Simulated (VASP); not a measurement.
Runs of VASP 6.6.1 on SrAl5. The structure is that of space group F-43m (No. 216), or close to it. The cells are those of the table. 

```csv
task,cell,k mesh,cutoff (eV),gap on the mesh (eV),pressure (GPa),relaxed volume (Å³/atom),largest force (eV/Å)
single point,"a = 5.539 Å, angles 60.0°, 6 atoms",4 × 4 × 4,520,none,24.9,-,(a)
relaxation of cell and atoms,"relaxed from a = 5.639 Å, angles 60.0°, 6 atoms",8 × 8 × 8,600,none,0.0,21.18,-
single point,"a = 5.639 Å, angles 60.0°, 6 atoms",4 × 4 × 4,520,none,0.0,-,-
single point,"a = 5.641 Å, angles 60.0°, 6 atoms",8 × 8 × 8,520,none,0.0,-,-
relaxation of cell and atoms,"relaxed from a = 5.539 Å, angles 60.0°, 6 atoms",4 × 4 × 4,600,none,0.0,21.16,0.01
```

Alike in all rows: level PBE; potentials or basis VASP PAW PBE potentials, release 64 (Sr_sv, Al); no spin polarisation; smearing gaussian 0.1 eV.

Q: Fill in the values left out.

A: (a) 11.96.

Caveats: forces of over 1 eV/Å act on the atoms, so gaps and moduli don't describe the material at rest (some runs).

A k mesh can miss the band edges, and the runs leave out spin-orbit coupling on Sr.

A gap of «none» marks levels without a gap at the run's occupations.
